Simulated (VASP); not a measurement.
Crystal: TaAs.

```
Ta As
1.0
    -1.71026    1.71026    5.82856
     1.71026   -1.71026    5.82856
     1.71026    1.71026   -5.82856
Ta As
2 2
Direct
  0.49997 0.49997 0.00000
  0.24997 0.74997 0.50000
  0.08263 0.08263 0.00000
  0.83263 0.33263 0.50000
```

Base run:

- Program: VASP 6.6.1
- Functional: LDA
- Potentials or basis: VASP PAW LDA potentials, release 64 (Ta_pv, As)
- Cutoff: 520 eV
- k mesh: 11 × 11 × 11
- Occupations: fermi-dirac, width 0.05 eV
- Spin: no spin polarisation

Its results: pressure -2.9 GPa; largest force 0.032 eV/Å.

Question: The run is repeated on the same cell with these changes: functional from LDA to PBEsol; potentials or basis from VASP PAW LDA potentials, release 64 (Ta_pv, As) to VASP PAW PBE potentials, release 64 (Ta_pv, As). What comes out?

Answer: Pressure 0.6 GPa; largest force 0.035 eV/Å.

Caveats: the PAW data sets were made with another functional, which shifts forces and pressure a little (at least some runs).
